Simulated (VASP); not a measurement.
**NaF: single point with PBE**

Crystal: NaF.

```
Na F
1.0
     0.00000    2.29717    2.29717
     2.29717    0.00000    2.29717
     2.29717    2.29717    0.00000
Na F
1 1
Cartesian
  0.0000 0.0000 0.0000
  2.2972 2.2972 2.2972
```

* Program: VASP 6.6.1
* Task: single point
* Functional: PBE
* Potentials or basis: VASP PAW PBE potentials, release 64 (Na_pv, F)
* Cutoff: 520 eV
* k mesh: 6 × 6 × 6
* Occupations: methfessel-paxton, width 0.05 eV
* Spin: no spin polarisation

```
Pressure               : 3.5 GPa
Band gap on the k mesh : 6.44 eV, direct
```

Levels at points of the mesh, in eV from the valence-band top:
| k point | band 5 | band 6 | band 7 | band 8 | band 9 | band 10 |
| --- | --- | --- | --- | --- | --- | --- |
| (0.00, 0.00, 0.00) | 0.00 | 0.00 | 0.00 | 6.44 | 19.16 | 19.16 |
| (0.50, 0.00, 0.00) | -1.64 | -0.27 | -0.27 | 10.94 | 12.69 | 20.39 |
| (0.50, 0.50, 0.00) | -1.31 | -0.42 | -0.42 | 13.37 | 13.39 | 13.86 |

Run time: 3.4 s on 1 thread of Intel(R) Xeon(R) Platinum 8259CL CPU @ 2.50GHz (Skylake/Cascade Lake) (shared host), peak memory 0.13 GiB.

As with any semilocal functional, this PBE gap is likely too small.
